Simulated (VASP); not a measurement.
# ZnCuO (P6_3/mmc) in VASP: relaxation of cell and atoms with PBE

Aim: the relaxation of cell and atoms of ZnCuO with PBE.

All numbers are computed with VASP 6.6.1; they aren't measurements. Logs are shortened: lines on timing, memory, paths and dates and some standing lists are left out, and cuts for length are marked.

### Step 1. The cell of the first run

The structure is hexagonal, space group P6_3/mmc (No. 194). Conventional cell: a = 3.390 Å, b = 3.390 Å, c = 6.987 Å, α = 90.00°, β = 90.00°, γ = 120.00°. Zn (site symmetry -6m2) has 2 O at 1.75 Å and 3 Cu at 1.96 Å within 2.3 Å. Within 2.7 Å of Cu (site symmetry -6m2) lie 3 Zn at 1.96 Å and 6 O at 2.62 Å. Within 2.3 Å of O (site symmetry -3m) lie 2 Zn at 1.75 Å.

The cell was generated, and may not be a known phase.

### Step 2. Relaxation of cell and atoms, PBE, collinear spin

INCAR

```
SYSTEM = ZnCuO
  ALGO = Normal
  EDIFF = 1E-6
  EDIFFG = -0.04
  ENCUT = 600
  GGA = PE
  IBRION = 2
  ISIF = 3
  ISMEAR = 0
  ISPIN = 2
  LASPH = .TRUE.
  LCHARG = .FALSE.
  LMAXMIX = 4
  LORBIT = 11
  LREAL = .FALSE.
  LWAVE = .FALSE.
  MAGMOM = 0 0 -1 1 0 0
  NELM = 150
  NSW = 90
  PREC = Accurate
  SIGMA = 0.1
```

KPOINTS

```
k-points
0
G
  6 6 4
  0 0 0
```

POSCAR

```
ZnCuO
1.0
    3.3904146300      0.0000000000      0.0000000000
   -1.6952073100      2.9361852000      0.0000000000
    0.0000000000      0.0000000000      6.9872852500
Zn Cu O
2 2 2
Direct
    0.0000000000      0.0000000000      0.2500000000
    0.0000000000      0.0000000000      0.7500000000
    0.3333333300      0.6666666700      0.2500000000
    0.6666666700      0.3333333300      0.7500000000
    0.0000000000      0.0000000000      0.0000000000
    0.0000000000      0.0000000000      0.5000000000
```

Potentials or basis: VASP PAW PBE potentials, release 64 (Zn, Cu, O).

Started as:

```console
$ cat potpaw_PBE.64/Zn/POTCAR potpaw_PBE.64/Cu/POTCAR potpaw_PBE.64/O/POTCAR > POTCAR
$ mpirun -np 1 vasp_std > vasp.out
```

OUTCAR:

```text
SYSTEM = ZnCuO
   EDIFF = 1E-6
   EDIFFG = -0.04
   ENCUT = 600
   GGA = PE
   IBRION = 2
   ISIF = 3
   ISMEAR = 0
   ISPIN = 2
   LASPH = .TRUE.
   LORBIT = 11
   LREAL = .FALSE.
   NELM = 150
   NSW = 90
   PREC = Accurate

 ion  position               nearest neighbor table
   1  0.000  0.000  0.250-   5 1.75   6 1.75   3 1.96   3 1.96   3 1.96
   2  0.000  0.000  0.750-   5 1.75   6 1.75   4 1.96   4 1.96   4 1.96
   3  0.333  0.667  0.250-   1 1.96   1 1.96   1 1.96
   4  0.667  0.333  0.750-   2 1.96   2 1.96   2 1.96
   5  0.000  0.000  0.000-   1 1.75   2 1.75
   6  0.000  0.000  0.500-   1 1.75   2 1.75

  LATTYP: Found a hexagonal cell.
 ALAT       =     3.3904146300
 C/A-ratio  =     2.0608940240

  Lattice vectors:

 A1 = (   3.3904146300,   0.0000000000,   0.0000000000)
 A2 = (  -1.6952073100,   2.9361852000,   0.0000000000)
 A3 = (   0.0000000000,   0.0000000000,   6.9872852500)

Analysis of symmetry for initial positions (statically):
=====================================================================
 Subroutine PRICEL returns:
 Original cell was already a primitive cell.

 Routine SETGRP: Setting up the symmetry group for a
 hexagonal supercell.

 Subroutine GETGRP returns: Found 24 space group operations
 (whereof 12 operations were pure point group operations)
 out of a pool of 24 trial point group operations.

The static configuration has the point symmetry D_3d.
 The point group associated with its full space group is D_6h.

Analysis of symmetry for dynamics (positions and initial velocities):
=====================================================================
 Subroutine PRICEL returns:
 Original cell was already a primitive cell.

 Routine SETGRP: Setting up the symmetry group for a
 hexagonal supercell.

 Subroutine GETGRP returns: Found 24 space group operations
 (whereof 12 operations were pure point group operations)
 out of a pool of 24 trial point group operations.

The dynamic configuration has the point symmetry D_3d.
 The point group associated with its full space group is D_6h.

Analysis of structural, dynamic, and magnetic symmetry:
=====================================================================
 Subroutine PRICEL returns:
 Original cell was already a primitive cell.

 Routine SETGRP: Setting up the symmetry group for a
 hexagonal supercell.

 Subroutine GETGRP returns: Found 24 space group operations
 (whereof 12 operations were pure point group operations)
 out of a pool of 24 trial point group operations.

The overall configuration has the point symmetry D_3d.
 The point group associated with its full space group is D_6h.

 Subroutine INISYM returns: Found 24 space group operations
 (whereof 12 operations are pure point group operations),
 and found     1 'primitive' translations

----------------------------------------------------------------------------------------

                                     Primitive cell

  volume of cell :      69.5576

  direct lattice vectors                    reciprocal lattice vectors
     3.390414630  0.000000000  0.000000000     0.294949176  0.170288985  0.000000000
    -1.695207310  2.936185200  0.000000000     0.000000000  0.340577972  0.000000000
     0.000000000  0.000000000  6.987285250     0.000000000  0.000000000  0.143117100

  length of vectors
     3.390414630  3.390414628  6.987285250     0.340577972  0.340577972  0.143117100

  position of ions in fractional coordinates (direct lattice)
     0.000000000  0.000000000  0.250000000
     0.000000000  0.000000000  0.750000000
     0.333333330  0.666666670  0.250000000
     0.666666670  0.333333330  0.750000000
     0.000000000  0.000000000  0.000000000
     0.000000000  0.000000000  0.500000000

  ion indices of the primitive-cell ions
   primitive index   ion index
                 1           1
                 2           2
                 3           3
                 4           4
                 5           5
                 6           6

----------------------------------------------------------------------------------------

 KPOINTS: k-points

Automatic generation of k-mesh.
 Grid dimensions read from file:
 generate k-points for:    6    6    4

 Generating k-lattice:

  Cartesian coordinates                     Fractional coordinates (reciprocal lattice)
     0.049158196  0.028381498  0.000000000     0.166666667  0.000000000  0.000000000
     0.000000000  0.056762995  0.000000000     0.000000000  0.166666667  0.000000000
     0.000000000  0.000000000  0.035779275     0.000000000  0.000000000  0.250000000

  Length of vectors
     0.056762995  0.056762995  0.035779275

  Shift w.r.t. Gamma in fractional coordinates (k-lattice)
     0.000000000  0.000000000  0.000000000

 Subroutine IBZKPT returns following result:
 ===========================================

 Found     21 irreducible k-points:

 Following reciprocal coordinates:
            Coordinates               Weight
  0.000000  0.000000  0.000000      1.000000
  0.166667  0.000000  0.000000      6.000000
  0.333333 -0.000000  0.000000      6.000000
  0.500000  0.000000  0.000000      3.000000
  0.166667  0.166667  0.000000      6.000000
  0.333333  0.166667  0.000000     12.000000
[... 13 lines left out ...]
  0.333333  0.166667  0.500000     12.000000
  0.333333  0.333333  0.500000      2.000000
   k-points           NKPTS =     21   k-points in BZ     NKDIM =     21   number of bands    NBANDS=     34
   number of dos      NEDOS =    301   number of ions     NIONS =      6
   total plane-waves  NPLWV =  43904
   dimension x,y,z NGX =    28 NGY =   28 NGZ =   56
   dimension x,y,z NGXF=    56 NGYF=   56 NGZF=  112
   ions per type =               2   2   2
   NGX,Y,Z   is equivalent  to a cutoff of  13.73, 13.73, 13.32 a.u.
   NGXF,Y,Z  is equivalent  to a cutoff of  27.46, 27.46, 26.65 a.u.
 SYSTEM =  ZnCuO
   PREC   = accura    normal or accurate (medium, high low for compatibility)
   ISTART =      0    job   : 0-new  1-cont  2-samecut
   ICHARG =      2    charge: 1-file 2-atom 10-const
   ISPIN  =      2    spin polarized calculation?
   LNONCOLLINEAR =      F non collinear calculations
   LSORBIT =      F    spin-orbit coupling
   LASPH  =      T    aspherical Exc in radial PAW
   ENCUT  =  600.0 eV  44.10 Ry    6.64 a.u.   6.77  6.77 13.96*2*pi/ulx,y,z
   NELM   =    150;   NELMIN=  2; NELMDL= -5     # of ELM steps
   EDIFF  = 0.1E-05   stopping-criterion for ELM
   LREAL  =      F    real-space projection
   EDIFFG = -.4E-01   stopping-criterion for IOM
   NSW    =     90    number of steps for IOM
   IBRION =      2    ionic relax: 0-MD 1-quasi-New 2-CG
   NFREE  =      1    steps in history (QN), initial steepest desc. (CG)
   ISIF   =      3    stress and relaxation
   ISYM   =      2    0-nonsym 1-usesym 2-fastsym
   POTIM  = 0.5000    time-step for ionic-motion
   TEBEG  =    0.0;   TEEND  =   0.0 temperature during run
   PSTRESS=    0.0 pullay stress
   NELECT =      58.0000    total number of electrons
   NUPDOWN=      -1.0000    fix difference up-down
   EMIN   =  10.00;   EMAX   =-10.00  energy-range for DOS
   EFERMI =   0.00;   METHOD = LEGACY
   ISMEAR =     0;   SIGMA  =   0.10  broadening in eV -4-tet -1-fermi 0-gaus
   EFERMI_NEDOS =   21; number of points for ismear=-14 and -15
   IALGO  =     38    algorithm
   IMIX   =      4    mixing-type and parameters
     AMIX     =   0.40;   BMIX     =  1.00
     AMIX_MAG =   1.60;   BMIX_MAG =  1.00
  volume/ion in A,a.u.               =      11.59        78.23
  Fermi-wavevector in a.u.,A,eV,Ry     =   1.540882  2.911844 32.304529  2.374316
  Thomas-Fermi vector in A             =   2.646906
   LORBIT       =     11    0 simple, 1 ext, 2 COOP (PROOUT), +10 PAW based schemes
   GGA     = PE    functional components
   LHFCALC =     F    Hartree Fock is set to
   AEXX    =    0.0000 exact exchange contribution
   IVDW    =     0    specifies the selected vdW correction
   LEPSILON=     F    determine dielectric tensor
   LRPA    =     F    only Hartree local field effects (RPA)
 conjugate gradient relaxation of ions
 spin polarized calculation
 Gauss-broadening in eV      SIGMA  =   0.10
  energy-cutoff  :      600.00
  volume of cell :       69.56
 maximum number of plane-waves:      2355
 NGX is ok and might be reduce to    28
   NGX = 13   NGY = 13   NGZ = 27

--------------------------------------- Ionic step        1  -------------------------------------------

 number of electron      58.0000025 magnetization      -0.0000000

 number of electron      58.0000025 magnetization       0.0000000

 Free energy of the ion-electron system (eV)
  ---------------------------------------------------
  ext. energy  EPLUGINS =         0.00000000
  ---------------------------------------------------
  free energy    TOTEN  =       -11.16799722 eV

  energy without entropy =      -11.15686753  energy(sigma->0) =      -11.16243237

 E-fermi :   4.6561     XC(G=0): -11.4907

 val. band max:        4.4451301304   @ k =   0.3333   0.1667   0.0000
 cond. band min:       4.6579004284   @ k =   0.3333   0.3333   0.2500
 fundamental gap:      0.2127702980
 Fermi energy:         4.6560977123

 spin component 1

 k-point     1 :       0.0000    0.0000    0.0000
  band No.  band energies     occupation
      1     -15.3953      1.00000
      2     -14.6482      1.00000
      3      -6.1782      1.00000
      4      -4.8604      1.00000
      5      -4.6006      1.00000
      6      -4.2923      1.00000
[... 1585 lines left out ...]
--------------------------------------- Ionic step        2  -------------------------------------------

 number of electron      58.0000073 magnetization       0.0000000

 number of electron      58.0000073 magnetization      -0.0000000

 E-fermi :  -0.4936     XC(G=0):  -8.2130

 val. band max:       -0.5412829970   @ k =   0.3333   0.1667   0.0000
 cond. band min:      -0.4848188372   @ k =   0.3333  -0.0000   0.5000
 fundamental gap:      0.0564641598
 Fermi energy:        -0.4935534030

 spin component 1

 k-point     1 :       0.0000    0.0000    0.0000
  band No.  band energies     occupation
      1     -17.3936      1.00000
      2     -17.1446      1.00000
      3      -7.8115      1.00000
      4      -7.0529      1.00000
      5      -7.0529      1.00000
      6      -7.0486      1.00000
[... 1795 lines left out ...]
--------------------------------------- Ionic step        8  -------------------------------------------

 number of electron      57.9999941 magnetization      -0.0000000

 number of electron      57.9999941 magnetization       0.0000000

 Free energy of the ion-electron system (eV)
  ---------------------------------------------------
  ext. energy  EPLUGINS =         0.00000000
  ---------------------------------------------------
  free energy    TOTEN  =       -17.97697807 eV

  energy without entropy =      -17.96311280  energy(sigma->0) =      -17.97004544

 E-fermi :   0.8738     XC(G=0):  -9.0370

 val. band max:        0.8199028355   @ k =   0.5000   0.0000   0.0000
 cond. band min:       0.9121830986   @ k =   0.3333  -0.0000   0.5000
 fundamental gap:      0.0922802631
 Fermi energy:         0.8738337051

 spin component 1

 k-point     1 :       0.0000    0.0000    0.0000
  band No.  band energies     occupation
      1     -17.5059      1.00000
      2     -16.9954      1.00000
      3      -8.0217      1.00000
      4      -6.4195      1.00000
      5      -6.4195      1.00000
      6      -6.2365      1.00000
[... 1579 lines left out ...]
  FREE ENERGIE OF THE ION-ELECTRON SYSTEM (eV)
  ---------------------------------------------------
  free  energy   TOTEN  =       -17.9769780732 eV

  energy  without entropy=      -17.9631128032  energy(sigma->0) =      -17.97004544

 reached required accuracy - stopping structural energy minimisation

 total charge

# of ion       s       p       d       tot
------------------------------------------
    1        0.607   0.537   9.802  10.946
    2        0.607   0.537   9.802  10.946
    3        0.404   0.104   9.335   9.842
    4        0.404   0.104   9.335   9.842
    5        1.601   3.342   0.000   4.942
    6        1.601   3.342   0.000   4.942
--------------------------------------------------
tot          5.223   7.964  38.273  51.460

 magnetization (x)

# of ion       s       p       d       tot
------------------------------------------
    1       -0.000  -0.000  -0.000  -0.000
    2        0.000   0.000   0.000   0.000
    3       -0.000  -0.000   0.000   0.000
    4        0.000   0.000  -0.000  -0.000
    5        0.000   0.000   0.000   0.000
    6        0.000   0.000   0.000   0.000
--------------------------------------------------
tot          0.000   0.000   0.000   0.000
```

It took 12 min on 1 thread of Intel Xeon Platinum 8375C at 2.90GHz (Ice Lake), shared host; peak memory 0.29 GiB.

Results:

```
Free energy                                           : -17.9770 eV
Relaxed volume                                        : 18.63 Å³/atom
Relaxed cell                                          : a = 4.210 Å, b = 4.210 Å, c = 7.283 Å, α = 90.00°, β = 90.00°, γ = 120.00°
Space group after relaxing (to 0.1 Å)                 : P6_3/mmc (No. 194)
Energy gained by relaxing                             : 1134.8 meV/atom
Ionic steps                                           : 8
Pressure after relaxing                               : 0.1 GPa
Band gap on the k mesh                                : zero (filled and empty bands overlap)
Net moment                                            : 0.00 μB per cell
Valence electrons inside the program's atomic spheres : Zn 10.95; Cu 9.84; O 4.94
```

The path:
```csv
step,energy change (eV),largest force (eV/Å),pressure (GPa),volume (Å³)
1,0.0000,0.0000,71.28,69.56
2,-5.7373,0.0000,-10.38,134.73
3,-6.4660,0.0000,-0.30,107.69
4,-6.4821,0.0000,-2.55,111.94
5,-6.7860,0.0000,2.12,109.92
6,-6.8037,0.0000,0.96,110.32
7,-6.8036,0.0000,0.87,110.35
8,-6.8090,0.0000,0.12,111.77
```

Final structure:
```
Zn Cu O
1.0
     4.20965    0.00000    0.00000
    -2.10483    3.64566    0.00000
     0.00000    0.00000    7.28308
Zn Cu O
2 2 2
Direct
  0.00000 0.00000 0.25000
  0.00000 0.00000 0.75000
  0.33333 0.66667 0.25000
  0.66667 0.33333 0.75000
  0.00000 0.00000 0.00000
  0.00000 0.00000 0.50000
```

Caveat: the volume moved by over 15 % at a fixed basis, so the end points are rough. With open d or f shells a metallic result of PBE can be an artefact of self-interaction; +U or a hybrid may open a gap.

The gap in the log of VASP goes by the Fermi energy; the results here count the filled bands.